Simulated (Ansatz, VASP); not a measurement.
**One calculation of CO2, two programs**

```xyz
12
Lattice="4.3441 0.0000 0.0000 0.0000 6.1110 0.0000 0.0000 0.0000 4.2850" Properties=species:S:1:pos:R:3 pbc="T T T"
C     0.0000    2.2243    1.0713
C     2.1721    0.8312    3.2138
C     0.0000    3.8867    3.2138
C     2.1721    5.2798    1.0713
O     1.0079    2.2557    1.6478
O     1.1641    0.7998    3.7903
O     3.1800    0.7998    2.6372
O     3.3362    2.2557    0.4947
O     3.3362    3.8553    2.6372
O     3.1800    5.3112    0.4947
O     1.1641    5.3112    1.6478
O     1.0079    3.8553    3.7903
```

Alike in both runs: task electric field gradients; functional PBE; k mesh 5 × 4 × 5; occupations tetrahedron; no spin polarisation.

```csv
,VASP,Ansatz
version,VASP 6.6.1,Ansatz 0.2.0
potentials or method,"VASP PAW PBE potentials, release 64 (C, O)","plane-wave PAW, scalar-relativistic"
plane-wave cutoff (eV),520,420
valence electrons in the cell,64,64
```

```tsv
	VASP	Ansatz	Ansatz less VASP
gap on the k mesh at the Fermi level (eV)	6.95	6.97	+0.016
pressure (GPa)	22.7	20.3	-2.42
traceless stress, the component that is largest in VASP (GPa)	5.90	6.63	+0.729
rms of the force components (eV/Å)	0.324	0.009	-0.3148
size of Vzz on the site where it differs most (V/Å²)	51.0	29.9	-21.10
```

Atom by atom the forces differ by 0.317 eV/Å (rms over components). Ansatz's warnings: band table not solved further, tetrahedron derivatives may miss energy slope.

Noted on VASP's run: the standard files for N, O and F lose accuracy on very short bonds.
